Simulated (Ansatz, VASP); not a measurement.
Al5N: VASP beside Ansatz

```xyz
6
Lattice="2.7228 1.5720 4.2592 -2.7228 1.5720 4.2592 0.0000 -3.1440 4.2592" Properties=species:S:1:pos:R:3 pbc="T T T"
Al   -1.3832    0.7986    6.5431
Al    0.0000   -1.5971    6.5431
Al    1.3832    0.7986    6.5431
Al    0.0000    0.0000    9.5697
Al    0.0000    0.0000    4.4605
N     0.0000    0.0000    7.6507
```

Alike in both runs: functional PBE; k mesh 6 × 6 × 6; occupations gaussian, width 0.1 eV; no spin polarisation.

Ansatz relaxed the structure, and its values are those at the end. VASP's run is a single point on that final structure, the one shown.

|  | VASP | Ansatz |
| --- | --- | --- |
| version | VASP 6.6.1 | Ansatz 0.2.0 |
| potentials or method | VASP PAW PBE potentials, release 64 (Al, N), cutoff 520 eV | scalar-relativistic, plane waves, PAW |
| valence electrons in the cell | 20 | 20 |

|  | VASP | Ansatz | Ansatz less VASP |
| --- | --- | --- | --- |
| gap on the k mesh at the Fermi level (eV) | none | none | - |
| pressure (GPa) | -0.1 | 0.0 | +0.07 |

A gap of «none» marks a metal or a gap that the smearing closes.
